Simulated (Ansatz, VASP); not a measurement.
**Two plane-wave programs on LiF**

```
Li F
1.0
     0.00000    2.01400    2.01400
     2.01400    0.00000    2.01400
     2.01400    2.01400    0.00000
Li F
1 1
Direct
  0.00000 0.00000 0.00000
  0.46897 0.46897 0.53103
```

Change from the starting cell: all F atoms moved +0.125 Å, as atom 2 towards its neighbour atom 1 (Li) at 2.014 Å.

Alike in both runs: task single point; functional r2SCAN; k mesh 10 × 10 × 10; occupations gaussian, width 0.05 eV; no spin polarisation.

|  | VASP | Ansatz |
| --- | --- | --- |
| version | VASP 6.6.1 | Ansatz 0.2.0 |
| potentials or method | VASP PAW PBE potentials, release 64 (Li_sv, F), cutoff 520 eV | scalar-relativistic, plane waves, PAW |
| valence electrons in the cell | 10 | 10 |

|  | VASP | Ansatz | Ansatz less VASP |
| --- | --- | --- | --- |
| gap on the k mesh at the Fermi level (eV) | 10.24 | 10.03 | -0.202 |
| least direct gap on the mesh (eV) | 10.24 | 10.03 | -0.202 |
| rms of the force components (eV/Å) | 0.156 | 0.136 | -0.0195 |

VASP's potentials were made for PBE, not for r2SCAN. Atom by atom the forces differ by 0.019 eV/Å (rms over components).

Noted on VASP's run: the cutoff is short for stress, so the pressure is rough.
